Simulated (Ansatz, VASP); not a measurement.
# GaP: VASP beside Ansatz

```xyz
2
Lattice="0.0000 2.7200 2.7200 2.7200 0.0000 2.7200 2.7200 2.7200 0.0000" Properties=species:S:1:pos:R:3 pbc="T T T"
Ga    0.0000    0.0000    0.0000
P     1.3600    1.3600    1.3600
```

Alike in both runs: task single point; functional PBE; dispersion D3(BJ); k mesh 6 × 6 × 6; occupations gaussian, width 0.1 eV; no spin polarisation.

```csv
,VASP,Ansatz
version,VASP 6.6.1,Ansatz 0.2.0
potentials or method,"VASP PAW PBE potentials, release 64 (Ga_d, P), cutoff 500 eV","scalar-relativistic, plane waves, PAW"
valence electrons in the cell,18,18
```

```csv
,VASP,Ansatz,Ansatz less VASP
gap on the k mesh at the Fermi level (eV),1.64,1.64,0.000
least direct gap on the mesh (eV),1.87,1.88,+0.003
pressure (GPa),0.2,0.3,+0.12
```
